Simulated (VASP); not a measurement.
## InSb: single point with PBE

Crystal: InSb.

```xyz
2
Lattice="-2.8102 2.8102 1.4884 2.8102 -2.8102 1.4884 2.8102 2.8102 -1.4884" Properties=species:S:1:pos:R:3 pbc="T T T"
In    2.8102    0.0000    0.7442
Sb    0.0000    0.0000    0.0000
```

```json
{"Program": "VASP 6.6.1", "Task": "single point", "Functional": "PBE", "Potentials or basis": "VASP PAW PBE potentials, release 64 (In_d, Sb)", "Cutoff": "520 eV", "k mesh": "16 × 16 × 16", "Occupations": "gaussian, width 0.15 eV", "Spin": "no spin polarisation"}
```

```
Pressure               : 13.7 GPa
Band gap on the k mesh : zero (bands 9 and 10 overlap by 4.84 eV)
```

Stress tensor (GPa, compression positive):
```
12.91  0.00  0.00
 0.00 12.91  0.00
 0.00  0.00 15.42
```

Levels at points of the mesh, in eV from the Fermi level:
```csv
k point,band 5,band 6,band 7,band 8,band 9,band 10,band 11,band 12,band 13,band 14
"(0.00, 0.00, 0.00)",-14.66,-12.73,-3.21,-2.74,-2.74,2.81,6.20,6.91,6.91,9.53
"(0.50, 0.00, 0.00)",-14.53,-8.14,-5.81,-2.38,-1.48,-1.40,2.30,3.35,5.56,7.63
"(0.50, 0.50, 0.00)",-14.64,-11.35,-8.57,-0.68,1.46,1.53,2.07,5.36,8.66,9.43
"(0.50, 0.50, 0.50)",-14.65,-9.93,-6.13,-5.77,-5.77,4.87,6.68,10.12,10.12,12.98
```

Run time: 110 s on 1 thread of Intel(R) Xeon(R) Platinum 8488C (Sapphire Rapids), on a shared host, peak memory 0.39 GiB.

Caveat: the cell stands under pressure; spin-orbit coupling is left out, which moves the levels of the heavy elements.
